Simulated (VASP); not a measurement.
# Al2Pt in VASP: notebook

Al2Pt is run at these levels: PBE; tasks: single point, relaxation of cell and atoms.

Program: VASP 6.6.1. These are calculated values, not measurements. Logs are shortened: lines on timing, memory, paths and dates and some standing lists are left out, and cuts for length are marked.

## (1) The cell of the first run

The typed cell holds 6 atoms: a = 6.199 Å, b = 5.849 Å, c = 2.772 Å, α = 90.00°, β = 90.00°, γ = 90.00°.

The cell was built from a structure type or drawn by symmetry, and may not be a known phase.

## (2) Single point, PBE

INCAR reads:

```
PREC = Accurate
ENCUT = 520
EDIFF = 1E-7
ISMEAR = 0
SIGMA = 0.1
LREAL = False
LASPH = True
NELM = 80
ALGO = Normal
ISIF = 2
LWAVE = False
LCHARG = False
GGA = PE
NBANDS = 25
```

KPOINTS reads:

```
Automatic mesh
0
Gamma
  4 4 4
```

POSCAR reads:

```
Al2Pt
1.0
    6.1985209772      0.0000000000      0.0000000000
    0.0000000000      5.8488132202      0.0000000000
    0.0000000000      0.0000000000      2.7715872774
Al Pt
4 2
Direct
    0.3339035603      0.6572247811      0.3617986542
    0.6660964397      0.3427752189      0.3617986542
    0.1660964397      0.1572247811      0.3617986542
    0.8339035603      0.8427752189      0.3617986542
    0.5000000000      0.0000000000      0.8619040416
    0.0000000000      0.5000000000      0.8619040416
```

Potentials or basis: VASP PAW PBE potentials, release 64 (Al, Pt).

Started as:

```sh
cat potpaw_PBE.64/Al/POTCAR potpaw_PBE.64/Pt/POTCAR > POTCAR
mpirun -np 1 vasp_std > vasp.out
```

OUTCAR:

```text
PREC = Accurate
   ENCUT = 520
   EDIFF = 1E-7
   ISMEAR = 0
   LREAL = False
   LASPH = True
   NELM = 80
   ISIF = 2
   GGA = PE

 ion  position               nearest neighbor table
   1  0.334  0.657  0.362-   5 2.65   5 2.65   6 2.65   6 2.66   2 2.76   3 3.10   3 3.10   4 3.28
                             4 3.28
   2  0.666  0.343  0.362-   5 2.65   5 2.65   6 2.65   6 2.66   1 2.76   4 3.10   4 3.10   3 3.28
                             3 3.28
   3  0.166  0.157  0.362-   6 2.65   6 2.65   5 2.65   5 2.66   4 2.76   1 3.10   1 3.10   2 3.28
                             2 3.28
   4  0.834  0.843  0.362-   6 2.65   6 2.65   5 2.65   5 2.66   3 2.76   2 3.10   2 3.10   1 3.28
                             1 3.28
   5  0.500  0.000  0.862-   1 2.65   2 2.65   1 2.65   2 2.65   3 2.65   4 2.65   3 2.66   4 2.66

   6  0.000  0.500  0.862-   3 2.65   4 2.65   3 2.65   4 2.65   1 2.65   2 2.65   1 2.66   2 2.66

  LATTYP: Found a simple orthorhombic cell.
 ALAT       =     2.7715872774
 B/A-ratio  =     2.1102756777
 C/A-ratio  =     2.2364516635

  Lattice vectors:

 A1 = (   0.0000000000,   0.0000000000,  -2.7715872774)
 A2 = (   0.0000000000,   5.8488132202,   0.0000000000)
 A3 = (   6.1985209772,   0.0000000000,   0.0000000000)

Analysis of symmetry for initial positions (statically):
=====================================================================
 Subroutine PRICEL returns:
 Original cell was already a primitive cell.

 Routine SETGRP: Setting up the symmetry group for a
 simple orthorhombic supercell.

 Subroutine GETGRP returns: Found  4 space group operations
 (whereof  2 operations were pure point group operations)
 out of a pool of  8 trial point group operations.

The static configuration has the point symmetry C_2 .
 The point group associated with its full space group is C_2v.

Analysis of symmetry for dynamics (positions and initial velocities):
=====================================================================
 Subroutine PRICEL returns:
 Original cell was already a primitive cell.

 Routine SETGRP: Setting up the symmetry group for a
 simple orthorhombic supercell.

 Subroutine GETGRP returns: Found  4 space group operations
 (whereof  2 operations were pure point group operations)
 out of a pool of  8 trial point group operations.

The dynamic configuration has the point symmetry C_2 .
 The point group associated with its full space group is C_2v.

 Subroutine INISYM returns: Found  4 space group operations
 (whereof  2 operations are pure point group operations),
 and found     1 'primitive' translations

----------------------------------------------------------------------------------------

                                     Primitive cell

  volume of cell :     100.4811

  direct lattice vectors                    reciprocal lattice vectors
     6.198520977  0.000000000  0.000000000     0.161328808  0.000000000  0.000000000
     0.000000000  5.848813220  0.000000000     0.000000000  0.170974856  0.000000000
     0.000000000  0.000000000  2.771587277     0.000000000  0.000000000  0.360804081

  length of vectors
     6.198520977  5.848813220  2.771587277     0.161328808  0.170974856  0.360804081

  position of ions in fractional coordinates (direct lattice)
     0.333903560  0.657224781  0.361798654
     0.666096440  0.342775219  0.361798654
     0.166096440  0.157224781  0.361798654
     0.833903560  0.842775219  0.361798654
     0.500000000  0.000000000  0.861904042
     0.000000000  0.500000000  0.861904042

  ion indices of the primitive-cell ions
   primitive index   ion index
                 1           1
                 2           2
                 3           3
                 4           4
                 5           5
                 6           6

----------------------------------------------------------------------------------------

 KPOINTS: Automatic mesh

Automatic generation of k-mesh.
 Grid dimensions read from file:
 generate k-points for:    4    4    4

 Generating k-lattice:

  Cartesian coordinates                     Fractional coordinates (reciprocal lattice)
     0.040332202  0.000000000  0.000000000     0.250000000  0.000000000  0.000000000
     0.000000000  0.042743714  0.000000000     0.000000000  0.250000000  0.000000000
     0.000000000  0.000000000  0.090201020     0.000000000  0.000000000  0.250000000

  Length of vectors
     0.040332202  0.042743714  0.090201020

  Shift w.r.t. Gamma in fractional coordinates (k-lattice)
     0.000000000  0.000000000  0.000000000

 Subroutine IBZKPT returns following result:
 ===========================================

 Found     27 irreducible k-points:

 Following reciprocal coordinates:
            Coordinates               Weight
  0.000000  0.000000  0.000000      1.000000
  0.250000  0.000000  0.000000      2.000000
  0.500000  0.000000  0.000000      1.000000
  0.000000  0.250000  0.000000      2.000000
  0.250000  0.250000  0.000000      4.000000
  0.500000  0.250000  0.000000      2.000000
[... 16 lines left out ...]
  0.250000  0.250000  0.500000      4.000000
  0.500000  0.250000  0.500000      2.000000
 [... further k-points ...]
   k-points           NKPTS =     27   k-points in BZ     NKDIM =     27   number of bands    NBANDS=     25
   number of dos      NEDOS =    301   number of ions     NIONS =      6
   total plane-waves  NPLWV =  55296
   dimension x,y,z NGX =    48 NGY =   48 NGZ =   24
   dimension x,y,z NGXF=    96 NGYF=   96 NGZF=   48
   ions per type =               4   2
   NGX,Y,Z   is equivalent  to a cutoff of  12.87, 13.64, 14.40 a.u.
   NGXF,Y,Z  is equivalent  to a cutoff of  25.75, 27.29, 28.79 a.u.
 SYSTEM =  unknown system
   PREC   = accura    normal or accurate (medium, high low for compatibility)
   ISTART =      0    job   : 0-new  1-cont  2-samecut
   ICHARG =      2    charge: 1-file 2-atom 10-const
   ISPIN  =      1    spin polarized calculation?
   LNONCOLLINEAR =      F non collinear calculations
   LSORBIT =      F    spin-orbit coupling
   LASPH  =      T    aspherical Exc in radial PAW
   ENCUT  =  520.0 eV  38.22 Ry    6.18 a.u.  11.53 10.87  5.15*2*pi/ulx,y,z
   NELM   =     80;   NELMIN=  2; NELMDL= -5     # of ELM steps
   EDIFF  = 0.1E-06   stopping-criterion for ELM
   LREAL  =      F    real-space projection
   EDIFFG = 0.1E-05   stopping-criterion for IOM
   NSW    =      0    number of steps for IOM
   IBRION =     -1    ionic relax: 0-MD 1-quasi-New 2-CG
   NFREE  =      0    steps in history (QN), initial steepest desc. (CG)
   ISIF   =      2    stress and relaxation
   ISYM   =      2    0-nonsym 1-usesym 2-fastsym
   POTIM  = 0.5000    time-step for ionic-motion
   TEBEG  =    0.0;   TEEND  =   0.0 temperature during run
   PSTRESS=    0.0 pullay stress
   NELECT =      32.0000    total number of electrons
   NUPDOWN=      -1.0000    fix difference up-down
   EMIN   =  10.00;   EMAX   =-10.00  energy-range for DOS
   EFERMI =   0.00;   METHOD = LEGACY
   ISMEAR =     0;   SIGMA  =   0.10  broadening in eV -4-tet -1-fermi 0-gaus
   EFERMI_NEDOS =   21; number of points for ismear=-14 and -15
   IALGO  =     38    algorithm
   IMIX   =      4    mixing-type and parameters
     AMIX     =   0.40;   BMIX     =  1.00
     AMIX_MAG =   1.60;   BMIX_MAG =  1.00
  volume/ion in A,a.u.               =      16.75       113.01
  Fermi-wavevector in a.u.,A,eV,Ry     =   1.117970  2.112656 17.005326  1.249856
  Thomas-Fermi vector in A             =   2.254597
   LORBIT       =      0    0 simple, 1 ext, 2 COOP (PROOUT), +10 PAW based schemes
   GGA     = PE    functional components
   LHFCALC =     F    Hartree Fock is set to
   AEXX    =    0.0000 exact exchange contribution
   IVDW    =     0    specifies the selected vdW correction
   LEPSILON=     F    determine dielectric tensor
   LRPA    =     F    only Hartree local field effects (RPA)
 non-spin polarized calculation
 Gauss-broadening in eV      SIGMA  =   0.10
  energy-cutoff  :      520.00
  volume of cell :      100.48
 maximum number of plane-waves:      2732
 NGX is ok and might be reduce to    48
   NGX = 23   NGY = 21   NGZ = 11

 number of electron      31.9999998 magnetization

 Free energy of the ion-electron system (eV)
  ---------------------------------------------------
  ext. energy  EPLUGINS =         0.00000000
  ---------------------------------------------------
  free energy    TOTEN  =       -31.11125410 eV

  energy without entropy =      -31.10080740  energy(sigma->0) =      -31.10603075

 E-fermi :   8.4970     XC(G=0): -10.9426

 val. band max:        8.4784227372   @ k =   0.0000   0.2500   0.5000
 cond. band min:       8.5120391515   @ k =   0.2500   0.0000   0.5000
 fundamental gap:      0.0336164143
 Fermi energy:         8.4970440919

 k-point     1 :       0.0000    0.0000    0.0000
  band No.  band energies     occupation
      1      -2.1566      2.00000
      2       0.7697      2.00000
      3       1.3435      2.00000
      4       2.0975      2.00000
      5       2.3770      2.00000
      6       2.6998      2.00000
[... 17 lines left out ...]
     24      16.6133      0.00000
     25      17.0237      0.00000

 k-point     2 :       0.2500    0.0000    0.0000
  band No.  band energies     occupation
      1      -1.9023      2.00000
      2      -0.0500      2.00000
      3       1.4671      2.00000
      4       2.2963      2.00000
      5       2.3179      2.00000
      6       2.5669      2.00000
[... 17 lines left out ...]
     24      16.9185      0.00000
     25      17.5080      0.00000

 k-point     3 :       0.5000    0.0000    0.0000
  band No.  band energies     occupation
      1      -1.1628      2.00000
      2      -1.1628      2.00000
      3       1.9261      2.00000
      4       1.9261      2.00000
      5       2.4232      2.00000
      6       2.4232      2.00000
[... 17 lines left out ...]
     24      16.5293      0.00000
     25      17.6867      0.00000

 k-point     4 :       0.0000    0.2500    0.0000
  band No.  band energies     occupation
      1      -1.8746      2.00000
      2       0.1206      2.00000
      3       1.3425      2.00000
      4       2.0587      2.00000
      5       2.3277      2.00000
      6       2.4015      2.00000
[... 17 lines left out ...]
     24      16.3554      0.00000
     25      16.9487      0.00000

 k-point     5 :       0.2500    0.2500    0.0000
  band No.  band energies     occupation
      1      -1.6329      2.00000
      2      -0.0861      2.00000
      3       0.9176      2.00000
      4       1.8527      2.00000
      5       2.4148      2.00000
      6       2.5236      2.00000
[... 17 lines left out ...]
     24      16.4823      0.00000
     25      17.2318      0.00000

 k-point     6 :       0.5000    0.2500    0.0000
  band No.  band energies     occupation
      1      -0.9477      2.00000
      2      -0.9477      2.00000
      3       1.2614      2.00000
      4       1.2614      2.00000
      5       2.5023      2.00000
      6       2.5023      2.00000
[... 17 lines left out ...]
     24      14.5104      0.00000
     25      18.0505      0.00000
[... 393 lines left out ...]
 k-point    21 :       0.5000    0.0000    0.5000
  band No.  band energies     occupation
      1       1.9813      2.00000
      2       1.9813      2.00000
      3       2.4599      2.00000
      4       2.4599      2.00000
      5       3.2551      2.00000
      6       3.2551      2.00000
[... 17 lines left out ...]
     24      13.3244      0.00000
     25      13.5506      0.00000

 k-point    22 :       0.0000    0.2500    0.5000
  band No.  band energies     occupation
      1       2.0284      2.00000
      2       2.0867      2.00000
      3       2.3237      2.00000
      4       2.5571      2.00000
      5       2.5997      2.00000
      6       3.6141      2.00000
[... 17 lines left out ...]
     24      12.2626      0.00000
     25      14.5941      0.00000

 k-point    23 :       0.2500    0.2500    0.5000
  band No.  band energies     occupation
      1       1.8462      2.00000
      2       2.0020      2.00000
      3       2.3839      2.00000
      4       2.7541      2.00000
      5       2.8084      2.00000
      6       3.7735      2.00000
[... 17 lines left out ...]
     24      12.8289      0.00000
     25      13.5060      0.00000

 k-point    24 :       0.5000    0.2500    0.5000
  band No.  band energies     occupation
      1       1.8090      2.00000
      2       1.8090      2.00000
      3       2.6865      2.00000
      4       2.6865      2.00000
      5       3.2605      2.00000
      6       3.2605      2.00000
[... 17 lines left out ...]
     24      13.0815      0.00000
     25      13.5085      0.00000

 [... further k-points ...]

------------------------ aborting loop because EDIFF is reached ----------------------------------------

  FORCE on cell =-STRESS in cart. coord.  units (eV):
  Direction    XX          YY          ZZ          XY          YZ          ZX
  --------------------------------------------------------------------------------------
  -------------------------------------------------------------------------------------
  Total       -0.1107631     -0.1666004     -0.1344606      0.0000000      0.0000000      0.0000000
  in kB       -1.7661246     -2.6564531     -2.1439830      0.0000000      0.0000000      0.0000000
  external PRESSURE =      -2.1888536 kB  Pullay stress =       0.0000000 kB

 VOLUME and BASIS-vectors are now :
 -----------------------------------------------------------------------------
  energy-cutoff  :      520.00
  volume of cell :      100.48
      direct lattice vectors                 reciprocal lattice vectors
     6.198520977  0.000000000  0.000000000     0.161328808  0.000000000  0.000000000
     0.000000000  5.848813220  0.000000000     0.000000000  0.170974856  0.000000000
     0.000000000  0.000000000  2.771587277     0.000000000  0.000000000  0.360804081

 POSITION                                       TOTAL-FORCE (eV/Angst)
 -----------------------------------------------------------------------------------
      2.06971      3.84398      1.00276        -0.004518      0.002802      0.000520
      4.12881      2.00483      1.00276         0.004518     -0.002802      0.000520
      1.02955      0.91958      1.00276         0.004518      0.002802      0.000520
      5.16897      4.92923      1.00276        -0.004518     -0.002802      0.000520
      3.09926      0.00000      2.38884         0.000000      0.000000     -0.001040
      0.00000      2.92441      2.38884         0.000000      0.000000     -0.001040
 -----------------------------------------------------------------------------------
    total drift:                                0.000000      0.000000      0.000046

  FREE ENERGIE OF THE ION-ELECTRON SYSTEM (eV)
  ---------------------------------------------------
  free  energy   TOTEN  =       -31.1112541002 eV

  energy  without entropy=      -31.1008074021  energy(sigma->0) =      -31.10603075
```

Run time: 24 s. Hardware: 1 thread of Intel Xeon 6975P-C (Granite Rapids), shared host; peak memory 0.25 GiB.

What came out:

```
Free energy            : -31.1113 eV
Pressure               : -0.2 GPa
Largest force          : 0.005 eV/Å
Band gap on the k mesh : zero (bands 16 and 17 overlap by 2.54 eV)
```

Forces in eV/Å, atoms in the order of the input:
```
Al  -0.005  0.003  0.001
Al   0.005 -0.003  0.001
Al   0.005  0.003  0.001
Al  -0.005 -0.003  0.001
Pt   0.000  0.000 -0.001
Pt   0.000  0.000 -0.001
```

Caveat: the k points lie up to 0.57 Å⁻¹ apart, too coarse for converged energies and pressures of a metal; spin-orbit coupling is left out, which moves the levels of the heavy elements.

## (3) Relaxation of cell and atoms, PBE

INCAR reads:

```
SYSTEM = Al2Pt
ALGO = Fast ; EDIFF = 1E-6
EDIFFG = -0.04 ; ENCUT = 600
GGA = PE ; IBRION = 2
ISIF = 3 ; ISMEAR = 0
LASPH = .TRUE. ; LCHARG = .FALSE.
LREAL = .FALSE. ; LWAVE = .FALSE.
NELM = 80 ; NSW = 90
PREC = Accurate ; SIGMA = 0.1
```

KPOINTS reads:

```
k-points
0
G
  4 4 6
  0 0 0
```

POSCAR reads:

```
Al2Pt
1.0
    5.8488132202      0.0000000000      0.0000000000
    0.0000000000      6.1985209772      0.0000000000
    0.0000000000      0.0000000000      2.7715872774
Al Pt
4 2
Direct
    0.6572247811      0.3339035603      0.5000000000
    0.3427752189      0.6660964397      0.5000000000
    0.1572247811      0.1660964397      0.5000000000
    0.8427752189      0.8339035603      0.5000000000
    0.0000000000      0.5000000000      0.0000000000
    0.5000000000      0.0000000000      0.0000000000
```

Potentials or basis: VASP PAW PBE potentials, release 64 (Al, Pt).

Started as:

```sh
cat potpaw_PBE.64/Al/POTCAR potpaw_PBE.64/Pt/POTCAR > POTCAR
mpirun -np 1 vasp_std > vasp.out
```

Run time: 2.3 min. Hardware: 1 thread of Intel Xeon 6975P-C (Granite Rapids), shared host; peak memory 0.29 GiB.

The run converged. Its results:

- Free energy: -31.0179 eV
- Relaxed volume: 16.77 Å³/atom
- Relaxed cell: a = 6.030 Å, b = 6.038 Å, c = 2.763 Å, α = 90.00°, β = 90.00°, γ = 90.00°
- Space group after relaxing (to 0.1 Å): P4/mbm (No. 127)
- Energy gained by relaxing: 7.4 meV/atom
- Ionic steps: 8
- Pressure after relaxing: -0.1 GPa
- Largest force after relaxing: 0.015 eV/Å
- Band gap on the k mesh: zero (bands 16 and 17 overlap by 2.53 eV)

Forces on the atoms (eV/Å):
```
Al  -0.015 -0.002  0.000
Al   0.015  0.002  0.000
Al  -0.015  0.002  0.000
Al   0.015 -0.002  0.000
Pt   0.000  0.000  0.000
Pt   0.000  0.000  0.000
```

Stress tensor (GPa, compression positive):
```
-0.12  0.00  0.00
 0.00 -0.30  0.00
 0.00  0.00 -0.02
```

The path:
| step | energy change (eV) | largest force (eV/Å) | pressure (GPa) | volume (Å³) |
| --- | --- | --- | --- | --- |
| 1 | 0.0000 | 0.0809 | -0.10 | 100.48 |
| 2 | -0.0175 | 0.1108 | 0.09 | 100.32 |
| 3 | -0.0304 | 0.1645 | 0.44 | 100.04 |
| 4 | -0.0398 | 0.1205 | -0.39 | 100.79 |
| 5 | -0.0401 | 0.1121 | -0.54 | 100.94 |
| 6 | -0.0431 | 0.0404 | 0.54 | 100.14 |
| 7 | -0.0434 | 0.0544 | 0.30 | 100.32 |
| 8 | -0.0445 | 0.0147 | -0.14 | 100.61 |

Final structure:
```yaml
crystal:
  lattice:
    - [6.02966, 0.00000, 0.00000]
    - [0.00000, 6.03850, 0.00000]
    - [0.00000, 0.00000, 2.76322]
  atoms:
    - { symbol: Al, position: [0.66298, 0.33725, 0.50000] }
    - { symbol: Al, position: [0.33702, 0.66275, 0.50000] }
    - { symbol: Al, position: [0.16298, 0.16275, 0.50000] }
    - { symbol: Al, position: [0.83702, 0.83725, 0.50000] }
    - { symbol: Pt, position: [0.00000, 0.50000, 0.00000] }
    - { symbol: Pt, position: [0.50000, 0.00000, 0.00000] }
```

Levels at points of the mesh, in eV from the Fermi level:
| k point | band 12 | band 13 | band 14 | band 15 | band 16 | band 17 | band 18 | band 19 | band 20 |
| --- | --- | --- | --- | --- | --- | --- | --- | --- | --- |
| (0.00, 0.00, 0.00) | -2.73 | -2.65 | -2.64 | -2.07 | -2.07 | -1.88 | -0.85 | 2.26 | 5.58 |
| (0.50, 0.00, 0.00) | -3.10 | -2.69 | -2.69 | -2.69 | -2.69 | -0.01 | -0.01 | 4.22 | 4.22 |
| (0.00, 0.50, 0.00) | -3.09 | -2.69 | -2.69 | -2.69 | -2.69 | -0.03 | -0.03 | 4.22 | 4.22 |
| (0.50, 0.50, 0.00) | -2.74 | -2.64 | -2.64 | -0.47 | -0.47 | -0.37 | -0.37 | 2.90 | 2.90 |
| (0.00, 0.00, 0.50) | -1.68 | -1.65 | -1.64 | -1.63 | 0.17 | 1.38 | 2.15 | 2.28 | 2.34 |
| (0.50, 0.00, 0.50) | -3.54 | -0.69 | -0.69 | -0.08 | -0.08 | 0.26 | 0.26 | 2.36 | 2.36 |
| (0.00, 0.50, 0.50) | -3.54 | -0.68 | -0.68 | -0.08 | -0.08 | 0.26 | 0.26 | 2.33 | 2.35 |
| (0.50, 0.50, 0.50) | -3.28 | -3.04 | -3.04 | -0.84 | -0.84 | 0.97 | 0.97 | 4.29 | 4.29 |

Caveat: the k points lie up to 0.38 Å⁻¹ apart in the final cell, too coarse for converged energies and pressures of a metal; spin-orbit coupling is left out, which moves the levels of the heavy elements.
